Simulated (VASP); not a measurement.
# InSe in VASP: single point with PBE+D3(BJ)

Aim: the single point of InSe with PBE+D3(BJ).

All numbers are computed with VASP 6.6.1; they aren't measurements. Logs are shortened: lines on timing, memory, paths and dates and some standing lists are left out, and cuts for length are marked.

## 1. The cell of the first run

The cell holds a slab with vacuum, 4 atoms: a = 4.027 Å, b = 4.027 Å, c = 36.719 Å, α = 90.00°, β = 90.00°, γ = 120.00°.

## 2. Single point, PBE+D3(BJ)

INCAR reads:

```
SYSTEM = InSe
PREC     = Accurate       ! precision mode
ENCUT    = 400            ! plane-wave cutoff, eV
EDIFF    = 1E-6           ! SCF threshold, eV
ISMEAR   = 0              ! smearing method
SIGMA    = 0.02           ! smearing width, eV
LREAL    = .FALSE.        ! projectors in reciprocal space
LASPH    = .TRUE.         ! aspherical terms in the spheres
NELM     = 120            ! most SCF steps
ALGO     = Normal         ! electronic algorithm
ISIF     = 2              ! what is computed and relaxed
LWAVE    = .FALSE.        ! write WAVECAR
LCHARG   = .FALSE.        ! write CHGCAR
LDIPOL   = .TRUE.       
IDIPOL   = 3            
DIPOL    = 0.5 0.5 0.500
GGA      = PE             ! functional
IVDW     = 12             ! dispersion correction
NBANDS   = 27             ! bands
GGA_COMPAT= .FALSE.      
NELMDL   = -8
```

KPOINTS reads:

```
Automatic mesh
0
G
  6 6 1
  0 0 0
```

POSCAR reads:

```
InSe
1.0
    4.0267050886      0.0000000000      0.0000000000
   -2.0133525443      3.4872289003      0.0000000000
    0.0000000000      0.0000000000     36.7193937229
Se In
2 2
Direct
    0.0000000000      0.0000000000      0.4266543160
    0.0000000000      0.0000000000      0.5733186981
    0.6666666667      0.3333333333      0.4619335473
    0.6666666667      0.3333333333      0.5380395288
```

Potentials or basis: VASP PAW PBE potentials, release 64 (Se, In_d).

On the command line:

```sh
$ cat potpaw_PBE.64/Se/POTCAR potpaw_PBE.64/In_d/POTCAR > POTCAR
$ mpirun -np 1 vasp_std > vasp.out
```

OUTCAR:

```text
SYSTEM = InSe
   PREC = Accurate
   ENCUT = 400
   EDIFF = 1E-6
   ISMEAR = 0
   LREAL = .FALSE.
   LASPH = .TRUE.
   NELM = 120
   ISIF = 2
   GGA = PE
   IVDW = 12
   NELMDL = -8
 IVDW          = 12

 ion  position               nearest neighbor table
   1  0.000  0.000  0.427-   3 2.66   3 2.66   3 2.66
   2  0.000  0.000  0.573-   4 2.66   4 2.66   4 2.66
   3  0.667  0.333  0.462-   1 2.66   1 2.66   1 2.66   4 2.79
   4  0.667  0.333  0.538-   2 2.66   2 2.66   2 2.66   3 2.79

  LATTYP: Found a hexagonal cell.
 ALAT       =     4.0267050886
 C/A-ratio  =     9.1189677205

  Lattice vectors:

 A1 = (   4.0267050886,   0.0000000000,   0.0000000000)
 A2 = (  -2.0133525443,   3.4872289003,   0.0000000000)
 A3 = (   0.0000000000,   0.0000000000,  36.7193937229)

Analysis of symmetry for initial positions (statically):
=====================================================================
 Subroutine PRICEL returns:
 Original cell was already a primitive cell.

 Routine SETGRP: Setting up the symmetry group for a
 hexagonal supercell.

 Subroutine GETGRP returns: Found 12 space group operations
 (whereof  6 operations were pure point group operations)
 out of a pool of 24 trial point group operations.

The static configuration has the point symmetry C_3v.
 The point group associated with its full space group is D_3h.

Analysis of symmetry for dynamics (positions and initial velocities):
=====================================================================
 Subroutine PRICEL returns:
 Original cell was already a primitive cell.

 Routine SETGRP: Setting up the symmetry group for a
 hexagonal supercell.

 Subroutine GETGRP returns: Found 12 space group operations
 (whereof  6 operations were pure point group operations)
 out of a pool of 24 trial point group operations.

The dynamic configuration has the point symmetry C_3v.
 The point group associated with its full space group is D_3h.

 Subroutine INISYM returns: Found 12 space group operations
 (whereof  6 operations are pure point group operations),
 and found     1 'primitive' translations

----------------------------------------------------------------------------------------

                                     Primitive cell

  volume of cell :     515.6153

  direct lattice vectors                    reciprocal lattice vectors
     4.026705089  0.000000000  0.000000000     0.248342001  0.143380321  0.000000000
    -2.013352544  3.487228900  0.000000000     0.000000000  0.286760643  0.000000000
     0.000000000  0.000000000 36.719393723     0.000000000  0.000000000  0.027233565

  length of vectors
     4.026705089  4.026705089 36.719393723     0.286760643  0.286760643  0.027233565

  position of ions in fractional coordinates (direct lattice)
     0.000000000  0.000000000  0.426654316
     0.000000000  0.000000000  0.573318698
     0.666666667  0.333333333  0.461933547
     0.666666667  0.333333333  0.538039529

  ion indices of the primitive-cell ions
   primitive index   ion index
                 1           1
                 2           2
                 3           3
                 4           4

----------------------------------------------------------------------------------------

 KPOINTS: Automatic mesh

Automatic generation of k-mesh.
 Grid dimensions read from file:
 generate k-points for:    6    6    1

 Generating k-lattice:

  Cartesian coordinates                     Fractional coordinates (reciprocal lattice)
     0.041390334  0.023896720  0.000000000     0.166666667  0.000000000  0.000000000
     0.000000000  0.047793440  0.000000000     0.000000000  0.166666667  0.000000000
     0.000000000  0.000000000  0.027233565     0.000000000  0.000000000  1.000000000

  Length of vectors
     0.047793440  0.047793440  0.027233565

  Shift w.r.t. Gamma in fractional coordinates (k-lattice)
     0.000000000  0.000000000  0.000000000

 Subroutine IBZKPT returns following result:
 ===========================================

 Found      7 irreducible k-points:

 Following reciprocal coordinates:
            Coordinates               Weight
  0.000000  0.000000  0.000000      1.000000
  0.166667 -0.000000  0.000000      6.000000
  0.333333 -0.000000  0.000000      6.000000
  0.500000  0.000000  0.000000      3.000000
  0.166667  0.166667  0.000000      6.000000
  0.333333  0.166667  0.000000     12.000000
  0.333333  0.333333  0.000000      2.000000
   k-points           NKPTS =      7   k-points in BZ     NKDIM =      7   number of bands    NBANDS=     27
   number of dos      NEDOS =    301   number of ions     NIONS =      4
   total plane-waves  NPLWV = 188160
   dimension x,y,z NGX =    28 NGY =   28 NGZ =  240
   dimension x,y,z NGXF=    56 NGYF=   56 NGZF=  480
   ions per type =               2   2
   NGX,Y,Z   is equivalent  to a cutoff of  11.56, 11.56, 10.87 a.u.
   NGXF,Y,Z  is equivalent  to a cutoff of  23.12, 23.12, 21.73 a.u.
 SYSTEM =  InSe
   PREC   = accura    normal or accurate (medium, high low for compatibility)
   ISTART =      0    job   : 0-new  1-cont  2-samecut
   ICHARG =      2    charge: 1-file 2-atom 10-const
   ISPIN  =      1    spin polarized calculation?
   LNONCOLLINEAR =      F non collinear calculations
   LSORBIT =      F    spin-orbit coupling
   LASPH  =      T    aspherical Exc in radial PAW
   ENCUT  =  400.0 eV  29.40 Ry    5.42 a.u.   6.57  6.57 59.88*2*pi/ulx,y,z
   NELM   =    120;   NELMIN=  2; NELMDL= -8     # of ELM steps
   EDIFF  = 0.1E-05   stopping-criterion for ELM
   LREAL  =      F    real-space projection
   EDIFFG = 0.1E-04   stopping-criterion for IOM
   NSW    =      0    number of steps for IOM
   IBRION =     -1    ionic relax: 0-MD 1-quasi-New 2-CG
   NFREE  =      0    steps in history (QN), initial steepest desc. (CG)
   ISIF   =      2    stress and relaxation
   ISYM   =      2    0-nonsym 1-usesym 2-fastsym
   POTIM  = 0.5000    time-step for ionic-motion
   TEBEG  =    0.0;   TEEND  =   0.0 temperature during run
   PSTRESS=    0.0 pullay stress
   NELECT =      38.0000    total number of electrons
   NUPDOWN=      -1.0000    fix difference up-down
   EMIN   =  10.00;   EMAX   =-10.00  energy-range for DOS
   EFERMI =   0.00;   METHOD = LEGACY
   ISMEAR =     0;   SIGMA  =   0.02  broadening in eV -4-tet -1-fermi 0-gaus
   EFERMI_NEDOS =   21; number of points for ismear=-14 and -15
   IALGO  =     38    algorithm
   IMIX   =      4    mixing-type and parameters
     AMIX     =   0.40;   BMIX     =  1.00
     AMIX_MAG =   1.60;   BMIX_MAG =  1.00
  volume/ion in A,a.u.               =     128.90       869.89
  Fermi-wavevector in a.u.,A,eV,Ry     =   0.686374  1.297059  6.409829  0.471109
  Thomas-Fermi vector in A             =   1.766584
   LORBIT       =      0    0 simple, 1 ext, 2 COOP (PROOUT), +10 PAW based schemes
   GGA     = PE    functional components
   LHFCALC =     F    Hartree Fock is set to
   AEXX    =    0.0000 exact exchange contribution
   IVDW    =    12    specifies the selected vdW correction
   LEPSILON=     F    determine dielectric tensor
   LRPA    =     F    only Hartree local field effects (RPA)
 non-spin polarized calculation
 Gauss-broadening in eV      SIGMA  =   0.02
  energy-cutoff  :      400.00
  volume of cell :      515.62
 maximum number of plane-waves:      9503
 NGX is ok and might be reduce to    28
   NGX = 13   NGY = 13   NGZ =119

 dipolmoment           0.000000      0.000000      0.000000 electrons x Angstroem

 number of electron      37.9999986 magnetization

 dipolmoment           0.000000      0.000000     -0.000014 electrons x Angstroem

 Free energy of the ion-electron system (eV)
  ---------------------------------------------------
  ext. energy  EPLUGINS =         0.00000000
  ---------------------------------------------------
  free energy    TOTEN  =       -14.19696638 eV

  energy without entropy =      -14.19696638  energy(sigma->0) =      -14.19696638

 E-fermi :  -3.7450     XC(G=0):  -2.3233

 val. band max:       -3.8783729628   @ k =   0.1667  -0.0000   0.0000
 cond. band min:      -2.2581502349   @ k =   0.0000   0.0000   0.0000
 fundamental gap:      1.6202227279
 Fermi energy:        -3.7450072604

 k-point     1 :       0.0000    0.0000    0.0000
  band No.  band energies     occupation
      1     -17.8887      2.00000
      2     -17.7052      2.00000
      3     -17.7052      2.00000
      4     -17.6227      2.00000
      5     -17.6227      2.00000
      6     -17.6154      2.00000
[... 19 lines left out ...]
     26       2.1530      0.00000
     27       2.3004      0.00000

 k-point     2 :       0.1667   -0.0000    0.0000
  band No.  band energies     occupation
      1     -17.8900      2.00000
      2     -17.7812      2.00000
      3     -17.7111      2.00000
      4     -17.7021      2.00000
      5     -17.6222      2.00000
      6     -17.6047      2.00000
[... 19 lines left out ...]
     26       2.1293      0.00000
     27       2.4900      0.00000

 k-point     3 :       0.3333   -0.0000    0.0000
  band No.  band energies     occupation
      1     -17.9513      2.00000
      2     -17.8412      2.00000
      3     -17.8331      2.00000
      4     -17.7017      2.00000
      5     -17.6354      2.00000
      6     -17.5688      2.00000
[... 19 lines left out ...]
     26       2.7811      0.00000
     27       3.4941      0.00000

 k-point     4 :       0.5000    0.0000    0.0000
  band No.  band energies     occupation
      1     -17.9976      2.00000
      2     -17.8929      2.00000
      3     -17.8318      2.00000
      4     -17.7032      2.00000
      5     -17.6418      2.00000
      6     -17.5512      2.00000
[... 19 lines left out ...]
     26       3.6543      0.00000
     27       4.0406      0.00000

 k-point     5 :       0.1667    0.1667    0.0000
  band No.  band energies     occupation
      1     -17.9245      2.00000
      2     -17.8307      2.00000
      3     -17.8091      2.00000
      4     -17.7057      2.00000
      5     -17.6266      2.00000
      6     -17.5834      2.00000
[... 19 lines left out ...]
     26       2.7485      0.00000
     27       2.9308      0.00000

 k-point     6 :       0.3333    0.1667    0.0000
  band No.  band energies     occupation
      1     -17.9859      2.00000
      2     -17.8851      2.00000
      3     -17.8325      2.00000
      4     -17.7137      2.00000
      5     -17.6292      2.00000
      6     -17.5652      2.00000
[... 19 lines left out ...]
     26       3.6220      0.00000
     27       3.6444      0.00000

 k-point     7 :       0.3333    0.3333    0.0000
  band No.  band energies     occupation
      1     -17.9963      2.00000
      2     -17.9011      2.00000
      3     -17.8310      2.00000
      4     -17.7251      2.00000
      5     -17.6144      2.00000
      6     -17.5776      2.00000
[... 19 lines left out ...]
     26       3.7657      0.00000
     27       4.1524      0.00000

------------------------ aborting loop because EDIFF is reached ----------------------------------------

 vacuum level on the upper side and lower side of the slab       (xc-potential included)        -0.008        -0.008

 Edisp (eV)   -0.88593

 E8    (eV) :    -0.4274

  FORCE on cell =-STRESS in cart. coord.  units (eV):
  Direction    XX          YY          ZZ          XY          YZ          ZX
  --------------------------------------------------------------------------------------
  -------------------------------------------------------------------------------------
  Total       0.02253     0.02253    -0.00807     0.00000     0.00000     0.00000
  in kB       0.07001     0.07001    -0.02506     0.00000     0.00000     0.00000
  external pressure =        0.04 kB  Pullay stress =        0.00 kB

 VOLUME and BASIS-vectors are now :
 -----------------------------------------------------------------------------
  energy-cutoff  :      400.00
  volume of cell :      515.62
      direct lattice vectors                 reciprocal lattice vectors
     4.026705089  0.000000000  0.000000000     0.248342001  0.143380321  0.000000000
    -2.013352544  3.487228900  0.000000000     0.000000000  0.286760643  0.000000000
     0.000000000  0.000000000 36.719393723     0.000000000  0.000000000  0.027233565

 POSITION                                       TOTAL-FORCE (eV/Angst)
 -----------------------------------------------------------------------------------
      0.00000      0.00000     15.66649        -0.000000     -0.000000     -0.014395
      0.00000      0.00000     21.05192        -0.000000     -0.000000      0.014395
      2.01335      1.16241     16.96192         0.000000      0.000000      0.013362
      2.01335      1.16241     19.75649         0.000000      0.000000     -0.013362
 -----------------------------------------------------------------------------------
    total drift:                               -0.000000      0.000000     -0.001695

  FREE ENERGIE OF THE ION-ELECTRON SYSTEM (eV)
  ---------------------------------------------------
  free  energy   TOTEN  =       -15.0828957125 eV

  energy  without entropy=      -15.0828957125  energy(sigma->0) =      -15.08289571

 vacuum level on the upper side and lower side of the slab         2.103         2.104
```

It took 2.7 min on 1 thread of Intel Xeon 6975P-C, shared host; peak memory 0.47 GiB.

What came out:

```yaml
Free_energy: -15.0829 eV
Largest_force: 0.014 eV/Å
Band_gap_on_the_k_mesh: 1.62 eV, indirect (least direct gap 1.69 eV)
Dispersion_energy_per_atom: -0.221 eV
```

Forces on the atoms (eV/Å):
```
Se   0.000  0.000 -0.014
Se   0.000  0.000  0.014
In   0.000  0.000  0.013
In   0.000  0.000 -0.013
```

Levels at points of the mesh, in eV from the valence-band top:
| k point | band 17 | band 18 | band 19 | band 20 | band 21 | band 22 |
| --- | --- | --- | --- | --- | --- | --- |
| (0.00, 0.00, 0.00) | -0.37 | -0.37 | -0.07 | 1.62 | 2.84 | 5.08 |
| (0.50, 0.00, 0.00) | -1.49 | -1.31 | -0.92 | 2.32 | 2.33 | 4.22 |

Caveat: spin-orbit coupling is left out, which moves the levels of the heavy elements.
